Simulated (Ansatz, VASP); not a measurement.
# One calculation of Zn, two programs

```
Zn
1.0
     2.50767    0.00000    0.00000
    -1.25384    2.17171    0.00000
     0.00000    0.00000    5.58603
Zn
2
Direct
  0.33333 0.66667 0.25000
  0.66667 0.33333 0.75000
```

Alike in both runs: task single point; functional PBE; k mesh 24 × 24 × 12; occupations gaussian, width 0.15 eV; no spin polarisation.

|  | VASP | Ansatz |
| --- | --- | --- |
| version | VASP 6.6.1 | Ansatz 0.2.0 |
| potentials or method | VASP PAW PBE potentials, release 64 (Zn), cutoff 520 eV | scalar-relativistic, plane waves, PAW |
| valence electrons in the cell | 24 | 24 |

Ansatz gave:

```
gap on the k mesh at the Fermi level (eV)                     : none
pressure (GPa)                                                : 6.5
traceless stress, the component that is largest in VASP (GPa) : -7.49
```

Task: What did VASP give for the same quantities?

Result: gap on the k mesh at the Fermi level (eV): none; pressure (GPa): 7.3; traceless stress, the component that is largest in VASP (GPa): -7.81.

A gap of «none» marks a metal or a gap that the smearing closes.
